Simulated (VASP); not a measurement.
Wanted: the native input for a VASP 6.6.1 run.

```yaml
Task: single point
Functional: r2SCAN
Potentials_or_basis: VASP PAW PBE potentials, release 64 (In_d, Se)
Cutoff: 550 eV
k_mesh: 10 × 10 × 4
Occupations: gaussian, width 0.1 eV
Spin: no spin polarisation
Dipole_correction: no
Further_INCAR_settings: ALGO = Normal; EDIFF = 1e-06; NBANDS = 34
```

Crystal: InSe2.

```
In Se
1.0
     3.86073    0.00000    0.00000
     0.00000    3.86073    0.00000
     0.00000    0.00000    9.55184
In Se
2 4
Direct
  0.00000 0.50000 0.70409
  0.50000 0.00000 0.29591
  0.00000 0.50000 0.36368
  0.50000 0.00000 0.63632
  0.00000 0.00000 0.00000
  0.50000 0.50000 0.00000
```

The input as run:

POSCAR

```
InSe2
1.0
    3.8607293025      0.0000000000      0.0000000000
    0.0000000000      3.8607293025      0.0000000000
    0.0000000000      0.0000000000      9.5518376170
In Se
2 4
Direct
    0.0000000000      0.5000000000      0.7040926070
    0.5000000000      0.0000000000      0.2959073930
    0.0000000000      0.5000000000      0.3636773638
    0.5000000000      0.0000000000      0.6363226362
    0.0000000000      0.0000000000      0.0000000000
    0.5000000000      0.5000000000      0.0000000000
```

INCAR.step1

```
SYSTEM = InSe2
PREC     = Accurate       ! precision mode
ENCUT    = 550            ! plane-wave cutoff, eV
ISMEAR   = 0              ! smearing method
SIGMA    = 0.1            ! smearing width, eV
LREAL    = .FALSE.        ! projectors in reciprocal space
LASPH    = .TRUE.         ! aspherical terms in the spheres
NELM     = 120            ! most SCF steps
NBANDS   = 34             ! bands
GGA      = PE             ! functional
ALGO     = Normal         ! electronic algorithm
EDIFF    = 1E-5           ! SCF threshold, eV
LWAVE    = .TRUE.         ! write WAVECAR
LCHARG   = .FALSE.        ! write CHGCAR
GGA_COMPAT= .FALSE.
```

INCAR.step2

```
SYSTEM = InSe2
PREC     = Accurate       ! precision mode
ENCUT    = 550            ! plane-wave cutoff, eV
EDIFF    = 1E-6           ! SCF threshold, eV
ISMEAR   = 0              ! smearing method
SIGMA    = 0.1            ! smearing width, eV
LREAL    = .FALSE.        ! projectors in reciprocal space
LASPH    = .TRUE.         ! aspherical terms in the spheres
NELM     = 120            ! most SCF steps
ALGO     = Normal         ! electronic algorithm
ISIF     = 2              ! what is computed and relaxed
LWAVE    = .FALSE.        ! write WAVECAR
LCHARG   = .FALSE.        ! write CHGCAR
METAGGA  = R2SCAN         ! meta-GGA
LMIXTAU  = .TRUE.       
NBANDS   = 34             ! bands
ISTART   = 1            
GGA_COMPAT= .FALSE.
```

KPOINTS

```
Automatic mesh
0
G
  10 10 4
  0 0 0
```

Potentials or basis: VASP PAW PBE potentials, release 64 (In_d, Se).

Launch:

```console
$ cat potpaw_PBE.64/In_d/POTCAR potpaw_PBE.64/Se/POTCAR > POTCAR
$ cp INCAR.step1 INCAR
$ mpirun -np 1 vasp_std > vasp.out
$ cp INCAR.step2 INCAR
$ mpirun -np 1 vasp_std > vasp.out
```

It gave:

```
Pressure               : 0.0 GPa
Largest force          : 0.005 eV/Å
Band gap on the k mesh : zero (bands 25 and 26 overlap by 2.42 eV)
```

Caveat: the PAW data sets were made with another functional, which shifts forces and pressure a little; spin-orbit coupling is left out, which moves the levels of the heavy elements.

It took 25 min on 1 thread of Oxide Virtual Turin-like Processor, on a shared host, peak memory 0.43 GiB.
